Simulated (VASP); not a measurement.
A run of VASP 6.6.1:

INCAR

```
SYSTEM = MoS2
  ALGO = Normal
  EDIFF = 1E-7
  ENCUT = 520
  GGA = PS
  ISIF = 2
  ISMEAR = -1
  LASPH = .True.
  LCHARG = .True.
  LELF = .True.
  LREAL = .False.
  LVHAR = .True.
  LWAVE = .False.
  NBANDS = 20
  NELM = 100
  PREC = Accurate
  SIGMA = 0.05
```

File KPOINTS:

```
k-points
0
Gamma
  6 6 5
  0 0 0
```

File POSCAR:

```
MoS2
1.0
    2.7223295589     -1.5717556284      0.0009457172
    2.7223295589      1.5717556284      0.0009457172
   -0.0013465097      0.0000000000      6.2600563511
Mo S
1 2
Direct
    0.0000000000      0.0000000000      0.0000000000
    0.6666275906      0.6666275906      0.2529062553
    0.3333724094      0.3333724094      0.7470937447
```

Potentials or basis: VASP PAW PBE potentials, release 64 (Mo_sv, S).

The run is started by

```bash
$ cat potpaw_PBE.64/Mo_sv/POTCAR potpaw_PBE.64/S/POTCAR > POTCAR
$ mpirun -np 1 vasp_std > vasp.out
```

Hardware: 1 thread of Intel Xeon 8259CL, with other jobs on the host.

Task: How long does it take, and how much memory?

Result: Run time: 71 s on 1 thread of Intel Xeon 8259CL (shared host), peak memory 0.2 GiB. Counts: scf iterations 15, k points 55.
